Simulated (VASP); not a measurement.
Here is a VASP 6.6.1 calculation.

File INCAR:

```
PREC = Accurate ; ENCUT = 520
EDIFF = 1E-8 ; ISMEAR = -1
SIGMA = 0.05 ; LREAL = F
LASPH = T ; NELM = 150
ALGO = Normal ; ISIF = 2
LWAVE = F ; LCHARG = F
ISPIN = 2 ; MAGMOM = 4 0
LORBIT = 11 ; LMAXMIX = 4
GGA = PE ; LEFG = T
NBANDS = 20
```

File KPOINTS:

```
regular mesh
0
Gamma
  14 14 14
```

Contents of POSCAR:

```
MnO
1.0
    0.0000000000      2.2655796914      2.2655796914
    2.2655796914      0.0000000000      2.2655796914
    2.2655796914      2.2655796914      0.0000000000
Mn O
1 1
Direct
    0.0000000000      0.0000000000      0.0000000000
    0.5000000000      0.5000000000      0.5000000000
```

Potentials or basis: VASP PAW PBE potentials, release 64 (Mn_pv, O).

Launch:

```bash
$ cat potpaw_PBE.64/Mn_pv/POTCAR potpaw_PBE.64/O/POTCAR > POTCAR
$ mpirun -np 1 vasp_std > vasp.out
```

Predict the site moments.

Mn +4.42; O +0.21 μB.

Predict the net moment.

4.89 μB per cell.

Predict the pressure.

-5.8 GPa.

Caveat: without QUAD_EFG the Cq values of the log hold for a quadrupole moment of 1 mb, not for the nuclei; a cell with one magnetic atom can't hold antiferromagnetic order, which such compounds often take.
